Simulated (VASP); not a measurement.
The system is CuO.

```
CELL_PARAMETERS angstrom
2.37267 -1.73382 0.00000
2.37267 1.73382 0.00000
-0.86121 0.00000 5.12443
ATOMIC_POSITIONS crystal
Cu 0.50000 0.00000 0.50000
Cu 0.00000 0.50000 0.00000
O 0.41840 0.58160 0.75000
O 0.58160 0.41840 0.25000
```

Base run:

- Program: VASP 6.6.1
- Functional: PBE
- Dispersion: D3(BJ)
- Potentials or basis: VASP PAW PBE potentials, release 64 (Cu_sv_GW, O)
- Cutoff: 820 eV
- k mesh: 10 × 10 × 5
- Occupations: fermi-dirac, width 0.05 eV
- Spin: no spin polarisation

Its results: band gap on the k mesh zero (bands 25 and 26 overlap by 0.59 eV); pressure -6.1 GPa; largest force 0.371 eV/Å.

Task: The run is repeated on the same cell with these changes: functional from PBE to RPBE. What comes out?

Result: Band gap on the k mesh zero (bands 25 and 26 overlap by 0.59 eV); pressure -18.1 GPa; largest force 0.251 eV/Å.

Caveats: the cell stands under tension; semilocal functionals often make such compounds metallic where correlation or magnetic order opens a gap, which also shifts bond lengths; the dispersion term is far too large for a dense solid, which distorts pressure and volume (at least some runs); the PAW data sets were made with another functional, which shifts forces and pressure a little (at least some runs).
